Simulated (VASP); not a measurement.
# Be (P6_3/mmc) in VASP: further runs

Be is run at these levels: LDA; tasks: single point, relaxation of cell and atoms.

All numbers are computed with VASP 6.6.1; they aren't measurements. Logs are shortened: lines on timing, memory, paths and dates and some standing lists are left out, and cuts for length are marked.

## Step 1: The cell of the first run

The structure is hexagonal, space group P6_3/mmc (No. 194). Conventional cell: a = 2.227 Å, b = 2.227 Å, c = 3.513 Å, α = 90.00°, β = 90.00°, γ = 120.00°. Within 2.9 Å of Be (site symmetry -6m2) lie 12 Be at 2.18 to 2.23 Å.

## Step 2: Single point, LDA

INCAR

```
  PREC = Accurate
  ENCUT = 520
  EDIFF = 1E-6
  ISMEAR = 1
  SIGMA = 0.1
  LREAL = False
  LASPH = True
  NELM = 80
  ALGO = Normal
  ISIF = 2
  LWAVE = False
  LCHARG = True
  LELF = True
  LVHAR = True
  NBANDS = 9
```

KPOINTS

```
regular mesh
0
Gamma
  11 11 6
```

POSCAR

```
Be
1.0
    2.2271002082      0.0000000000      0.0000000000
   -1.1135501041      1.9287253571      0.0000000000
    0.0000000000      0.0000000000      3.5126114840
Be
2
Direct
    0.3333333333      0.6666666667      0.2500000000
    0.6666666667      0.3333333333      0.7500000000
```

Potentials or basis: VASP PAW LDA potentials, release 64 (Be).

On the command line:

```bash
cat potpaw_LDA.64/Be/POTCAR > POTCAR
mpirun -np 1 vasp_std > vasp.out
```

OUTCAR:

```text
PREC = Accurate
   ENCUT = 520
   EDIFF = 1E-6
   ISMEAR = 1
   LREAL = False
   LASPH = True
   NELM = 80
   ISIF = 2

 ion  position               nearest neighbor table
   1  0.333  0.667  0.250-   2 2.18   2 2.18   2 2.18   2 2.18   2 2.18   2 2.18
   2  0.667  0.333  0.750-   1 2.18   1 2.18   1 2.18   1 2.18   1 2.18   1 2.18

  LATTYP: Found a hexagonal cell.
 ALAT       =     2.2271002082
 C/A-ratio  =     1.5772130374

  Lattice vectors:

 A1 = (   2.2271002082,   0.0000000000,   0.0000000000)
 A2 = (  -1.1135501041,   1.9287253571,   0.0000000000)
 A3 = (   0.0000000000,   0.0000000000,   3.5126114840)

Analysis of symmetry for initial positions (statically):
=====================================================================
 Subroutine PRICEL returns:
 Original cell was already a primitive cell.

 Routine SETGRP: Setting up the symmetry group for a
 hexagonal supercell.

 Subroutine GETGRP returns: Found 24 space group operations
 (whereof 12 operations were pure point group operations)
 out of a pool of 24 trial point group operations.

The static configuration has the point symmetry D_3d.
 The point group associated with its full space group is D_6h.

Analysis of symmetry for dynamics (positions and initial velocities):
=====================================================================
 Subroutine PRICEL returns:
 Original cell was already a primitive cell.

 Routine SETGRP: Setting up the symmetry group for a
 hexagonal supercell.

 Subroutine GETGRP returns: Found 24 space group operations
 (whereof 12 operations were pure point group operations)
 out of a pool of 24 trial point group operations.

The dynamic configuration has the point symmetry D_3d.
 The point group associated with its full space group is D_6h.

 Subroutine INISYM returns: Found 24 space group operations
 (whereof 12 operations are pure point group operations),
 and found     1 'primitive' translations

----------------------------------------------------------------------------------------

                                     Primitive cell

  volume of cell :      15.0883

  direct lattice vectors                    reciprocal lattice vectors
     2.227100208  0.000000000  0.000000000     0.449014371  0.259238568  0.000000000
    -1.113550104  1.928725357  0.000000000     0.000000000  0.518477136  0.000000000
     0.000000000  0.000000000  3.512611484     0.000000000  0.000000000  0.284688473

  length of vectors
     2.227100208  2.227100208  3.512611484     0.518477136  0.518477136  0.284688473

  position of ions in fractional coordinates (direct lattice)
     0.333333333  0.666666667  0.250000000
     0.666666667  0.333333333  0.750000000

  ion indices of the primitive-cell ions
   primitive index   ion index
                 1           1
                 2           2

----------------------------------------------------------------------------------------

 KPOINTS: regular mesh

Automatic generation of k-mesh.
 Grid dimensions read from file:
 generate k-points for:   11   11    6

 Generating k-lattice:

  Cartesian coordinates                     Fractional coordinates (reciprocal lattice)
     0.040819488  0.023567143  0.000000000     0.090909091  0.000000000  0.000000000
     0.000000000  0.047134285  0.000000000     0.000000000  0.090909091  0.000000000
     0.000000000  0.000000000  0.047448079     0.000000000  0.000000000  0.166666667

  Length of vectors
     0.047134285  0.047134285  0.047448079

  Shift w.r.t. Gamma in fractional coordinates (k-lattice)
     0.000000000  0.000000000  0.000000000

 Subroutine IBZKPT returns following result:
 ===========================================

 Found     64 irreducible k-points:

 Following reciprocal coordinates:
            Coordinates               Weight
  0.000000  0.000000  0.000000      1.000000
  0.090909  0.000000  0.000000      6.000000
  0.181818  0.000000  0.000000      6.000000
  0.272727  0.000000  0.000000      6.000000
  0.363636  0.000000  0.000000      6.000000
  0.454545  0.000000  0.000000      6.000000
[... 16 lines left out ...]
  0.090909  0.090909  0.166667     12.000000
  0.181818  0.090909  0.166667     24.000000
 [... further k-points ...]
   k-points           NKPTS =     64   k-points in BZ     NKDIM =     64   number of bands    NBANDS=      9
   number of dos      NEDOS =    301   number of ions     NIONS =      2
   total plane-waves  NPLWV =   9072
   dimension x,y,z NGX =    18 NGY =   18 NGZ =   28
   dimension x,y,z NGXF=    36 NGYF=   36 NGZF=   56
   ions per type =               2
   NGX,Y,Z   is equivalent  to a cutoff of  13.44, 13.44, 13.25 a.u.
   NGXF,Y,Z  is equivalent  to a cutoff of  26.87, 26.87, 26.50 a.u.
 SYSTEM =  unknown system
   PREC   = accura    normal or accurate (medium, high low for compatibility)
   ISTART =      0    job   : 0-new  1-cont  2-samecut
   ICHARG =      2    charge: 1-file 2-atom 10-const
   ISPIN  =      1    spin polarized calculation?
   LNONCOLLINEAR =      F non collinear calculations
   LSORBIT =      F    spin-orbit coupling
   LASPH  =      T    aspherical Exc in radial PAW
   ENCUT  =  520.0 eV  38.22 Ry    6.18 a.u.   4.14  4.14  6.53*2*pi/ulx,y,z
   NELM   =     80;   NELMIN=  2; NELMDL= -5     # of ELM steps
   EDIFF  = 0.1E-05   stopping-criterion for ELM
   LREAL  =      F    real-space projection
   EDIFFG = 0.1E-04   stopping-criterion for IOM
   NSW    =      0    number of steps for IOM
   IBRION =     -1    ionic relax: 0-MD 1-quasi-New 2-CG
   NFREE  =      0    steps in history (QN), initial steepest desc. (CG)
   ISIF   =      2    stress and relaxation
   ISYM   =      2    0-nonsym 1-usesym 2-fastsym
   POTIM  = 0.5000    time-step for ionic-motion
   TEBEG  =    0.0;   TEEND  =   0.0 temperature during run
   PSTRESS=    0.0 pullay stress
   NELECT =       4.0000    total number of electrons
   NUPDOWN=      -1.0000    fix difference up-down
   EMIN   =  10.00;   EMAX   =-10.00  energy-range for DOS
   EFERMI =   0.00;   METHOD = LEGACY
   ISMEAR =     1;   SIGMA  =   0.10  broadening in eV -4-tet -1-fermi 0-gaus
   EFERMI_NEDOS =   21; number of points for ismear=-14 and -15
   IALGO  =     38    algorithm
   IMIX   =      4    mixing-type and parameters
     AMIX     =   0.40;   BMIX     =  1.00
     AMIX_MAG =   1.60;   BMIX_MAG =  1.00
  volume/ion in A,a.u.               =       7.54        50.91
  Fermi-wavevector in a.u.,A,eV,Ry     =   1.051675  1.987377 15.048310  1.106020
  Thomas-Fermi vector in A             =   2.186727
   LORBIT       =      0    0 simple, 1 ext, 2 COOP (PROOUT), +10 PAW based schemes
   GGA     = CA    functional components
   LHFCALC =     F    Hartree Fock is set to
   AEXX    =    0.0000 exact exchange contribution
   IVDW    =     0    specifies the selected vdW correction
   LEPSILON=     F    determine dielectric tensor
   LRPA    =     F    only Hartree local field effects (RPA)
 non-spin polarized calculation
 Methfessel and Paxton  Order N= 1 SIGMA  =   0.10
  energy-cutoff  :      520.00
  volume of cell :       15.09
 maximum number of plane-waves:       418
 NGX is ok and might be reduce to    18
   NGX =  9   NGY =  9   NGZ = 13

 number of electron       4.0000000 magnetization

 Free energy of the ion-electron system (eV)
  ---------------------------------------------------
  ext. energy  EPLUGINS =         0.00000000
  ---------------------------------------------------
  free energy    TOTEN  =        -8.40271861 eV

  energy without entropy =       -8.40247904  energy(sigma->0) =       -8.40263876

 E-fermi :   7.4862     XC(G=0): -10.7766

 val. band max:        7.3804485586   @ k =   0.3636   0.2727   0.3333
 cond. band min:       7.4996054103   @ k =   0.3636   0.2727   0.1667
 fundamental gap:      0.1191568517
 Fermi energy:         7.4861985325

 k-point     1 :       0.0000    0.0000    0.0000
  band No.  band energies     occupation
      1      -4.2991      2.00000
      2       2.5302      2.00000
      3       8.5193     -0.00000
      4      23.5142      0.00000
      5      23.5142      0.00000
      6      26.4340      0.00000
      7      26.4340      0.00000
      8      28.4722      0.00000
      9      35.1952      0.00000

 k-point     2 :       0.0909    0.0000    0.0000
  band No.  band energies     occupation
      1      -4.0615      2.00000
      2       2.8513      2.00000
      3       8.5668     -0.00000
      4      21.7330      0.00000
      5      22.2499      0.00000
      6      26.4443      0.00000
      7      26.9431      0.00000
      8      28.0015      0.00000
      9      32.2509      0.00000

 k-point     3 :       0.1818    0.0000    0.0000
  band No.  band energies     occupation
      1      -3.3475      2.00000
      2       3.8117      2.00000
      3       8.6508     -0.00000
      4      18.1885      0.00000
      5      20.2852      0.00000
      6      25.9398      0.00000
      7      26.0804      0.00000
      8      26.7308      0.00000
      9      28.8171      0.00000

 k-point     4 :       0.2727    0.0000    0.0000
  band No.  band energies     occupation
      1      -2.1573      2.00000
      2       5.3998      2.00000
      3       8.4138     -0.00000
      4      15.0109      0.00000
      5      18.6143      0.00000
      6      22.4465      0.00000
      7      23.3453      0.00000
      8      25.8363      0.00000
      9      27.6958      0.00000

 k-point     5 :       0.3636    0.0000    0.0000
  band No.  band energies     occupation
      1      -0.5096      2.00000
      2       6.9722      2.00000
      3       7.5781     -0.02898
      4      13.7114      0.00000
      5      17.4481      0.00000
      6      18.3130      0.00000
      7      20.2805      0.00000
      8      24.9978      0.00000
      9      27.6662      0.00000

 k-point     6 :       0.4545    0.0000    0.0000
  band No.  band energies     occupation
      1       1.4321      2.00000
      2       4.6776      2.00000
      3      10.1155      0.00000
      4      14.0569      0.00000
      5      14.6884      0.00000
      6      16.8536      0.00000
      7      18.0908      0.00000
      8      24.5290      0.00000
      9      27.7302      0.00000
[... 169 lines left out ...]
 k-point    21 :       0.3636    0.0000    0.1667
  band No.  band energies     occupation
      1      -0.2764      2.00000
      2       5.1310      2.00000
      3       9.1450     -0.00000
      4      14.1502      0.00000
      5      17.1862      0.00000
      6      17.7498      0.00000
      7      22.1686      0.00000
      8      23.9705      0.00000
      9      27.4371      0.00000

 k-point    22 :       0.4545    0.0000    0.1667
  band No.  band energies     occupation
      1       1.6387      2.00000
      2       4.5269      2.00000
      3       9.5642      0.00000
      4      12.2914      0.00000
      5      16.8180      0.00000
      6      17.1575      0.00000
      7      19.5540      0.00000
      8      23.4666      0.00000
      9      27.4825      0.00000

 k-point    23 :       0.0909    0.0909    0.1667
  band No.  band energies     occupation
      1      -3.3440      2.00000
      2       2.2248      2.00000
      3      10.4690      0.00000
      4      19.7793      0.00000
      5      20.4369      0.00000
      6      25.4607      0.00000
      7      25.8912      0.00000
      8      26.1228      0.00000
      9      31.2836      0.00000

 k-point    24 :       0.1818    0.0909    0.1667
  band No.  band energies     occupation
      1      -2.3893      2.00000
      2       3.3030      2.00000
      3      10.6399      0.00000
      4      16.3509      0.00000
      5      18.4708      0.00000
      6      22.7167      0.00000
      7      24.4840      0.00000
      8      25.5048      0.00000
      9      30.0708      0.00000

 [... further k-points ...]
[... 5 lines left out ...]
  --------------------------------------------------------------------------------------
  -------------------------------------------------------------------------------------
  Total        0.0487922      0.0487922      0.0321272     -0.0000000     -0.0000000      0.0000000
  in kB        5.1810889      5.1810889      3.4114860     -0.0000000     -0.0000000      0.0000000
  external PRESSURE =       4.5912213 kB  Pullay stress =       0.0000000 kB

 VOLUME and BASIS-vectors are now :
 -----------------------------------------------------------------------------
  energy-cutoff  :      520.00
  volume of cell :       15.09
      direct lattice vectors                 reciprocal lattice vectors
     2.227100208  0.000000000  0.000000000     0.449014371  0.259238568  0.000000000
    -1.113550104  1.928725357  0.000000000     0.000000000  0.518477136  0.000000000
     0.000000000  0.000000000  3.512611484     0.000000000  0.000000000  0.284688473

 POSITION                                       TOTAL-FORCE (eV/Angst)
 -----------------------------------------------------------------------------------
     -0.00000      1.28582      0.87815         0.000000     -0.000000      0.000000
      1.11355      0.64291      2.63446        -0.000000      0.000000      0.000000
 -----------------------------------------------------------------------------------
    total drift:                                0.000000     -0.000000      0.000000

  FREE ENERGIE OF THE ION-ELECTRON SYSTEM (eV)
  ---------------------------------------------------
  free  energy   TOTEN  =        -8.4027186126 eV

  energy  without entropy=       -8.4024790404  energy(sigma->0) =       -8.40263876
```

Wall time 15 s (1 thread of AMD EPYC 7R13, shared host); peak memory 0.09 GiB.

What came out:

```
Free energy            : -8.4027 eV
Pressure               : 0.5 GPa
Band gap on the k mesh : zero (band 2 reaches 7.78 eV, above the bottom of band 3 at 7.38 eV)
```

Stress tensor (GPa, compression positive):
```
0.52 0.00 0.00
0.00 0.52 0.00
0.00 0.00 0.34
```

## Step 3: Relaxation of cell and atoms, LDA

This run uses another cell than the first one, of 8.11 Å³/atom, 1.074 times its volume.

INCAR

```
SYSTEM = Be
PREC     = Accurate       ! precision mode
ENCUT    = 600            ! plane-wave cutoff, eV
EDIFF    = 1E-6           ! SCF threshold, eV
ISMEAR   = 1              ! smearing method
SIGMA    = 0.1            ! smearing width, eV
LREAL    = .False.        ! projectors in reciprocal space
LASPH    = .True.         ! aspherical terms in the spheres
NELM     = 60             ! most SCF steps
ALGO     = Normal         ! electronic algorithm
ISIF     = 3              ! what is computed and relaxed
LWAVE    = .False.        ! write WAVECAR
LCHARG   = .False.        ! write CHGCAR
GGA      = CA             ! functional
IBRION   = 2              ! ionic algorithm
NSW      = 80             ! ionic steps
EDIFFG   = -0.03          ! ionic threshold
```

KPOINTS

```
Automatic mesh
0
Gamma
  11 11 6
  0 0 0
```

POSCAR

```
Be
1.0
    2.2853000000      0.0000000000      0.0000000000
   -1.1426500000      1.9791278553      0.0000000000
    0.0000000000      0.0000000000      3.5842000000
Be
2
Direct
    0.3333333333      0.6666666667      0.2500000000
    0.6666666667      0.3333333333      0.7500000000
```

Potentials or basis: VASP PAW LDA potentials, release 64 (Be).

On the command line:

```bash
cat potpaw_LDA.64/Be/POTCAR > POTCAR
mpirun -np 1 vasp_std > vasp.out
```

Run time: 23 s. Hardware: 1 thread of AMD EPYC 7R13, shared host; peak memory 0.09 GiB.

Results (log left out):

| Quantity | Value |
| --- | --- |
| Free energy | -8.4029 eV |
| Relaxed volume | 7.56 Å³/atom |
| Relaxed cell | a = 2.229 Å, b = 2.229 Å, c = 3.514 Å, α = 90.00°, β = 90.00°, γ = 120.00° |
| Space group after relaxing (to 0.05 Å) | P6_3/mmc (No. 194) |
| Energy gained by relaxing | 14.0 meV/atom |
| Ionic steps | 5 |
| Pressure after relaxing | 0.1 GPa |
| Band gap on the k mesh | zero (band 2 reaches 7.76 eV, above the bottom of band 3 at 7.36 eV) |

Step by step:
| step | energy change (eV) | largest force (eV/Å) | pressure (GPa) | volume (Å³) |
| --- | --- | --- | --- | --- |
| 1 | 0.0000 | 0.0000 | -7.96 | 16.21 |
| 2 | -0.0274 | 0.0000 | -1.18 | 15.28 |
| 3 | -0.0279 | 0.0000 | -0.01 | 15.15 |
| 4 | -0.0279 | 0.0000 | 0.17 | 15.13 |
| 5 | -0.0280 | 0.0000 | 0.15 | 15.13 |

Final structure:
```
Be
1.0
     2.22943    0.00000    0.00000
    -1.11471    1.93074    0.00000
     0.00000    0.00000    3.51383
Be
2
Direct
  0.33333 0.66667 0.25000
  0.66667 0.33333 0.75000
```

Levels at points of the mesh, in eV from the Fermi level:
```tsv
k point	band 1	band 2	band 3	band 4	band 5
(0.00, 0.00, 0.00)	-11.77	-4.94	1.04	15.99	15.99
(0.00, 0.00, 0.50)	-9.61	-9.61	10.68	10.68	17.66
```

LDA usually gives volumes a few per cent too small. Zero-point motion and thermal expansion aren't in these numbers.
